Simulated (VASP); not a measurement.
Wanted: the native input for a VASP 6.6.1 run.

```yaml
Task: single point
Functional: PBEsol
Potentials_or_basis: VASP PAW PBE potentials, release 64 (Zr_sv)
Cutoff: 520 eV
k_mesh: 18 × 18 × 18
Occupations: gaussian, width 0.15 eV
Spin: no spin polarisation
Dipole_correction: no
Further_INCAR_settings: ALGO = Normal; EDIFF = 1e-07; NBANDS = 12
```

The structure of Zr lies in POSCAR:

```
Zr
1.0
    0.0000000000      2.3452000000      2.3452000000
    2.3452000000      0.0000000000      2.3452000000
    2.3452000000      2.3452000000      0.0000000000
Zr
1
Direct
    0.0000000000      0.0000000000      0.0000000000
```

This cell differs from its parent crystal: strain +0.040 along x and y, +0.040 along z.

These files were run (other wordings do the same):

INCAR

```
SYSTEM = Zr
PREC     = Accurate       ! precision mode
ENCUT    = 520            ! plane-wave cutoff, eV
EDIFF    = 1E-7           ! SCF threshold, eV
ISMEAR   = 0              ! smearing method
SIGMA    = 0.15           ! smearing width, eV
LREAL    = .FALSE.        ! projectors in reciprocal space
LASPH    = .TRUE.         ! aspherical terms in the spheres
NELM     = 80             ! most SCF steps
ALGO     = Normal         ! electronic algorithm
ISIF     = 2              ! what is computed and relaxed
LWAVE    = .FALSE.        ! write WAVECAR
LCHARG   = .FALSE.        ! write CHGCAR
GGA      = PS             ! functional
NBANDS   = 12             ! bands
```

KPOINTS

```
regular mesh
0
G
  18 18 18
  0 0 0
```

Potentials or basis: VASP PAW PBE potentials, release 64 (Zr_sv).

Launch:

```sh
$ cat potpaw_PBE.64/Zr_sv/POTCAR > POTCAR
$ mpirun -np 1 vasp_std > vasp.out
```

It gave:

```json
{
  "Pressure": "-11.1 GPa",
  "Band gap on the k mesh": "zero (band 6 reaches 8.60 eV, above the bottom of band 7 at 7.13 eV)"
}
```

Caveat: the cell differs from its parent crystal (strain +0.040 along x and y, +0.040 along z); the PAW data sets were made with another functional, which shifts forces and pressure a little.

Wall time 36 s on 1 thread of Intel(R) Xeon(R) 6975P-C (Granite Rapids), on a shared host, peak memory 0.19 GiB.
